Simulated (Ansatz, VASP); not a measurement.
## One calculation of Se, two programs

The input INCAR:

```
  PREC = Accurate
  ENCUT = 520
  EDIFF = 1E-7
  ISMEAR = 0
  SIGMA = 0.03
  LREAL = False
  LASPH = True
  NELM = 60
  ALGO = Normal
  ISIF = 2
  LWAVE = False
  LCHARG = False
  GGA = PS
  IVDW = 12
  NBANDS = 16
```

KPOINTS

```
regular mesh
0
Gamma
  12 12 8
```

The input POSCAR:

```
Se
1.0
    4.0753478870      0.0000000000      0.0000000000
   -2.0376739435      3.5293547994      0.0000000000
    0.0000000000      0.0000000000      4.6719788176
Se
3
Direct
    0.2181741568      0.0000000000      0.3333333333
    0.0000000000      0.2181741568      0.6666666667
    0.7818258432      0.7818258432      0.0000000000
```

Input for Ansatz:

```yaml
crystal:
  lattice:
    - [4.075347887, 0.0, 0.0]
    - [-2.0376739435, 3.5293547994, 0.0]
    - [0.0, 0.0, 4.6719788176]
  atoms:
    - { symbol: Se, position: [0.2181741568, 0.0, 0.3333333333] }
    - { symbol: Se, position: [0.0, 0.2181741568, 0.6666666667] }
    - { symbol: Se, position: [0.7818258432, 0.7818258432, 0.0] }
basis:
  ecutwfc: 420
kpoints:
  mp_grid: { grid: [12, 12, 8] }
hamiltonian:
  xc: pbesol
  dispersion: d3bj
scf:
  occupations: { method: gaussian, width: 0.03 }
output:
  forces: true
  stress: true
  eigenvalues: true
```

Alike in both runs: task single point; functional PBEsol; dispersion D3(BJ); k mesh 12 × 12 × 8; occupations gaussian, width 0.03 eV; no spin polarisation.

|  | VASP | Ansatz |
| --- | --- | --- |
| version | VASP 6.6.1 | Ansatz 0.2.0 |
| potentials or method | VASP PAW PBE potentials, release 64 (Se), cutoff 520 eV | scalar-relativistic, plane waves, PAW |
| valence electrons in the cell | 18 | 48 |

VASP gave:

* gap on the k mesh at the Fermi level (eV): 1.00
* least direct gap on the mesh (eV): 1.33
* pressure (GPa): 18.5
* traceless stress, the component that is largest in VASP (GPa): 9.25
* rms of the force components (eV/Å): 2.218

Q: Which values does Ansatz return?

A: gap on the k mesh at the Fermi level (eV): 1.03; least direct gap on the mesh (eV): 1.35; pressure (GPa): 17.9; traceless stress, the component that is largest in VASP (GPa): 8.96; rms of the force components (eV/Å): 2.145.

VASP's potentials were made for PBE, not for PBEsol. Atom by atom the forces differ by 0.072 eV/Å (rms over components). VASP's potentials hold 18 valence electrons a cell and Ansatz's 48, so a difference there can come from the potentials and not from the codes.
